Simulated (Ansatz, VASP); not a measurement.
# TiO2 in VASP and in Ansatz

INCAR

```
ALGO = Normal
EDIFF = 1E-6
ENCUT = 520
GGA = PE
ISIF = 2
ISMEAR = -1
LASPH = True
LCHARG = False
LREAL = False
LWAVE = False
NBANDS = 33
NELM = 80
PREC = Accurate
SIGMA = 0.05
```

KPOINTS

```
k-points
0
Gamma
  8 8 8
```

POSCAR

```
TiO2
1.0
   -1.8921000000      1.8921000000      4.7810865000
    1.8921000000     -1.8921000000      4.7810865000
    1.8921000000      1.8921000000     -4.7810865000
Ti O
2 4
Direct
    0.0000000000      0.0000000000      0.0000000000
    0.7500000000      0.2500000000      0.5000000000
    0.2081000000      0.2081000000      0.0000000000
    0.9581000000      0.4581000000      0.5000000000
    0.5419000000      0.0419000000      0.5000000000
    0.7919000000      0.7919000000      0.0000000000
```

Input for Ansatz:

```yaml
crystal:
  lattice:
    - [-1.8921, 1.8921, 4.7810865]
    - [1.8921, -1.8921, 4.7810865]
    - [1.8921, 1.8921, -4.7810865]
  atoms:
    - { symbol: Ti, position: [0.0, 0.0, 0.0] }
    - { symbol: Ti, position: [0.75, 0.25, 0.5] }
    - { symbol: O, position: [0.2081, 0.2081, 0.0] }
    - { symbol: O, position: [0.9581, 0.4581, 0.5] }
    - { symbol: O, position: [0.5419, 0.0419, 0.5] }
    - { symbol: O, position: [0.7919, 0.7919, 0.0] }
basis:
  ecutwfc: 520.0
kpoints:
  mp_grid:
    grid: [8, 8, 8]
hamiltonian:
  xc: pbe
  pseudopotentials:
    kind: paw
scf:
  occupations:
    method: fermi_dirac
    width: 0.05
output:
  stress: true
```

Alike in both runs: task single point; functional PBE; k mesh 8 × 8 × 8; occupations fermi-dirac, width 0.05 eV; no spin polarisation.

|  | VASP | Ansatz |
| --- | --- | --- |
| version | VASP 6.6.1 | Ansatz 0.2.0 |
| potentials or method | VASP PAW PBE potentials, release 64 (Ti_sv, O), cutoff 520 eV | plane waves, PAW |
| valence electrons in the cell | 48 | 48 |

Ansatz gave:

* pressure (GPa): 4.0

Task: Estimate VASP's values.

Result: Pressure (GPa): 4.7.

The functional is the same, so the differences come from potentials, cutoffs and numerics.
